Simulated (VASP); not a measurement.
Wanted: the native input for a VASP 6.6.1 run.

- Task: single point
- Functional: PBE
- Potentials or basis: VASP PAW PBE potentials, release 64 (Ta_pv, Nb_sv, F)
- Cutoff: 520 eV
- k mesh: 12 × 12 × 10
- Occupations: gaussian, width 0.1 eV
- Spin: no spin polarisation
- Dipole correction: no
- Further INCAR settings: ALGO = Normal; EDIFF = 1e-07; NBANDS = 41

The structure of TaNb3F2 lies in POSCAR:

```
TaNb3F2
1.0
    5.5282560788      0.0000000000      0.0000000000
   -2.7641280394      4.7876102029      0.0000000000
    0.0000000000      0.0000000000      3.4933910384
Ta Nb F
1 3 2
Direct
    0.0000000000      0.0000000000      0.0000000000
    0.5000000000      0.0000000000      0.5000000000
    0.5000000000      0.5000000000      0.5000000000
    0.0000000000      0.5000000000      0.5000000000
    0.3333333333      0.6666666667      0.0000000000
    0.6666666667      0.3333333333      0.0000000000
```

The cell was generated, and may not be a known phase.

The input as run:

INCAR

```
ALGO = Normal
EDIFF = 1E-7
ENCUT = 520
GGA = PE
ISIF = 2
ISMEAR = 0
LASPH = T
LCHARG = F
LREAL = F
LWAVE = F
NBANDS = 41
NELM = 100
PREC = Accurate
SIGMA = 0.1
```

KPOINTS

```
k-points
0
Gamma
  12 12 10
```

Potentials or basis: VASP PAW PBE potentials, release 64 (Ta_pv, Nb_sv, F).

Command:

```sh
$ cat potpaw_PBE.64/Ta_pv/POTCAR potpaw_PBE.64/Nb_sv/POTCAR potpaw_PBE.64/F/POTCAR > POTCAR
$ mpirun -np 1 vasp_std > vasp.out
```

Results of the run:

```json
{
  "Pressure": "-0.3 GPa",
  "Band gap on the k mesh": "zero (bands 32 and 33 overlap by 0.74 eV)"
}
```

Caveat: spin-orbit coupling is left out, which moves the levels of the heavy elements.

It took 3.8 min on 1 thread of AMD EPYC 9R45 (Zen 5), on a shared host, peak memory 0.44 GiB.
